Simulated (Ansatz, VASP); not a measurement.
**One calculation of Ta2C, two programs**

INCAR

```
  ALGO = Normal
  EDIFF = 1E-6
  ENCUT = 600
  GGA = PS
  GGA_COMPAT = False
  ISIF = 2
  ISMEAR = 0
  LASPH = True
  LCHARG = True
  LELF = True
  LREAL = False
  LVHAR = True
  LWAVE = False
  NBANDS = 49
  NELM = 120
  PREC = Accurate
  SIGMA = 0.1
```

KPOINTS

```
k-points
0
Gamma
  6 6 4
```

Contents of POSCAR:

```
Ta2C
1.0
    5.3073791031      0.0000000000      0.0000000000
   -2.6536895516      4.5963251308      0.0000000000
    0.0000000000      0.0000000000      4.9529939197
Ta C
6 3
Direct
    0.6668041045      0.6668041045      0.7527922812
    0.0000000000      0.3331958955      0.7527922812
    0.3331958955      0.0000000000      0.7527922812
    0.3331958955      0.3331958955      0.2472077188
    0.0000000000      0.6668041045      0.2472077188
    0.6668041045      0.0000000000      0.2472077188
    0.6666666667      0.3333333333      0.5000000000
    0.3333333333      0.6666666667      0.5000000000
    0.0000000000      0.0000000000      0.0000000000
```

Input for Ansatz:

```yaml
crystal:
  lattice:
    - [5.3073791031, 0.0, 0.0]
    - [-2.6536895516, 4.5963251308, 0.0]
    - [0.0, 0.0, 4.9529939197]
  atoms:
    - { symbol: Ta, position: [0.6668041045, 0.6668041045, 0.7527922812] }
    - { symbol: Ta, position: [0.0, 0.3331958955, 0.7527922812] }
    - { symbol: Ta, position: [0.3331958955, 0.0, 0.7527922812] }
    - { symbol: Ta, position: [0.3331958955, 0.3331958955, 0.2472077188] }
    - { symbol: Ta, position: [0.0, 0.6668041045, 0.2472077188] }
    - { symbol: Ta, position: [0.6668041045, 0.0, 0.2472077188] }
    - { symbol: C, position: [0.6666666667, 0.3333333333, 0.5] }
    - { symbol: C, position: [0.3333333333, 0.6666666667, 0.5] }
    - { symbol: C, position: [0.0, 0.0, 0.0] }
basis:
  ecutwfc: 420
kpoints:
  mp_grid: { grid: [6, 6, 4] }
hamiltonian:
  xc: pbesol
scf:
  occupations: { method: gaussian, width: 0.1 }
output:
  forces: true
  stress: true
  eigenvalues: true
```

Alike in both runs: task single point; functional PBEsol; k mesh 6 × 6 × 4; occupations gaussian, width 0.1 eV; no spin polarisation.

|  | VASP | Ansatz |
| --- | --- | --- |
| version | VASP 6.6.1 | Ansatz 0.2.0 |
| potentials or method | VASP PAW PBE potentials, release 64 (Ta_pv, C), cutoff 600 eV | scalar-relativistic, plane waves, PAW |
| valence electrons in the cell | 78 | 90 |

```csv
,VASP,Ansatz,Ansatz less VASP
gap on the k mesh at the Fermi level (eV),none,none,-
pressure (GPa),3.9,3.4,-0.52
"traceless stress, the component that is largest in VASP (GPa)",-4.72,-4.69,+0.032
rms of the force components (eV/Å),0.311,0.314,+0.0028
```

VASP's potentials were made for PBE, not for PBEsol. Atom by atom the forces differ by 0.007 eV/Å (rms over components). A gap of «none» marks a metal or a gap that the smearing closes. VASP's potentials hold 78 valence electrons a cell and Ansatz's 90, so a difference there can come from the potentials and not from the codes.

Spin-orbit coupling is off throughout.
